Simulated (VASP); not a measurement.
The system is BN.

```
CELL_PARAMETERS angstrom
2.53112 0.00000 0.00000
-1.26556 2.19201 0.00000
0.00000 0.00000 6.72302
ATOMIC_POSITIONS crystal
N 0.66667 0.33333 0.25000
N 0.33333 0.66667 0.75000
B 0.66667 0.33333 0.75000
B 0.33333 0.66667 0.25000
```

Base run:

* Program: VASP 6.6.1
* Functional: RPBE
* Potentials or basis: VASP PAW PBE potentials, release 64 (N, B)
* Cutoff: 520 eV
* k mesh: 12 × 12 × 4
* Occupations: fermi-dirac, width 0.05 eV
* Spin: no spin polarisation

Its results: band gap on the k mesh 4.35 eV, indirect (least direct gap 4.63 eV); pressure -0.4 GPa.

Problem. The run is repeated on the same cell with these changes: functional from RPBE to r2SCAN; further incar settings from ALGO = Normal; EDIFF = 1e-06; NBANDS = 16 to ALGO = Normal; EDIFF = 1e-07; NBANDS = 16. What comes out?

Solution. Band gap on the k mesh 4.83 eV, indirect (least direct gap 5.26 eV); pressure -7.8 GPa.

Caveats: the PAW data sets were made with another functional, which shifts forces and pressure a little; this functional lacks dispersion, which binds the layers, so the pressure and a relaxed spacing across them are unreliable (some runs).

A k mesh can miss the band edges.
